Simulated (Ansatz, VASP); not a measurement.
One calculation of PN, two programs

```
CELL_PARAMETERS angstrom
-4.34472 4.34472 1.77597
4.34472 -4.34472 1.77597
4.34472 4.34472 -1.77597
ATOMIC_POSITIONS crystal
P 0.61276 0.61276 0.22551
P 0.38724 0.38724 0.77449
P 0.36276 0.63724 0.50000
P 0.13724 0.86276 0.50000
N 0.81001 0.81001 0.00000
N 0.56001 0.06001 0.50000
N 0.18999 0.18999 0.00000
N 0.93999 0.43999 0.50000
```

Alike in both runs: functional PBE; k mesh 6 × 6 × 6; occupations gaussian, width 0.1 eV; no spin polarisation.

Ansatz relaxed the structure, and its values are those at the end. VASP's run is a single point on that final structure, the one shown.

|  | VASP | Ansatz |
| --- | --- | --- |
| version | VASP 6.6.1 | Ansatz 0.2.0 |
| potentials or method | VASP PAW PBE potentials, release 64 (P, N), cutoff 520 eV | scalar-relativistic, plane waves, PAW |
| valence electrons in the cell | 40 | 40 |

VASP gave:

```
gap on the k mesh at the Fermi level (eV) : none
pressure (GPa)                            : -0.3
rms of the force components (eV/Å)        : 0.090
```

Estimate Ansatz's values.

gap on the k mesh at the Fermi level (eV): none; pressure (GPa): 0.1; rms of the force components (eV/Å): 0.006.

A gap of «none» marks a metal or a gap that the smearing closes.
